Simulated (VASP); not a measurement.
Si2Ni:

```
Ni Si
1.0
     0.00000    2.70300    2.70300
     2.70300    0.00000    2.70300
     2.70300    2.70300    0.00000
Ni Si
1 2
Cartesian
  0.0000 0.0000 0.0000
  4.0545 4.0545 4.0545
  1.3515 1.3515 1.3515
```

```yaml
Program: VASP 6.6.1
Task: relaxation of cell and atoms
Functional: PBE
Potentials_or_basis: VASP PAW PBE potentials, release 64 (Ni_sv_GW, Si)
Cutoff: 690 eV
k_mesh: 9 × 9 × 9
Occupations: fermi-dirac, width 0.05 eV
Spin: collinear spin, ferromagnetic start
Starting_moments: "[1.0, 0.0, 0.0] μB"
Hubbard_terms: Ni d U = 3.0 eV
```

At the start: pressure 2.9 GPa; volume 13.17 Å³/atom.

Problem. Where does the relaxation end?

Solution. Over 3 steps the energy falls by 2.4 meV/atom and the volume is 13.43 Å³/atom (+2.0 %); space group Fm-3m (No. 225, to 0.1 Å) before and after; moment 0.00 μB per cell.

The path:
| step | energy change (eV) | largest force (eV/Å) | pressure (GPa) | volume (Å³) |
| --- | --- | --- | --- | --- |
| 1 | 0.0000 | 0.0000 | 2.93 | 39.50 |
| 2 | -0.0029 | 0.0000 | -2.20 | 40.89 |
| 3 | -0.0072 | 0.0000 | -0.01 | 40.28 |

Final structure:
```
Ni Si
1.0
     0.00000    2.72079    2.72079
     2.72079    0.00000    2.72079
     2.72079    2.72079    0.00000
Ni Si
1 2
Cartesian
  0.0000 0.0000 0.0000
  4.0812 4.0812 4.0812
  1.3604 1.3604 1.3604
```

Caveat: the moments typed at the start vanished in this run; the U is typed as a test and isn't derived for this compound.
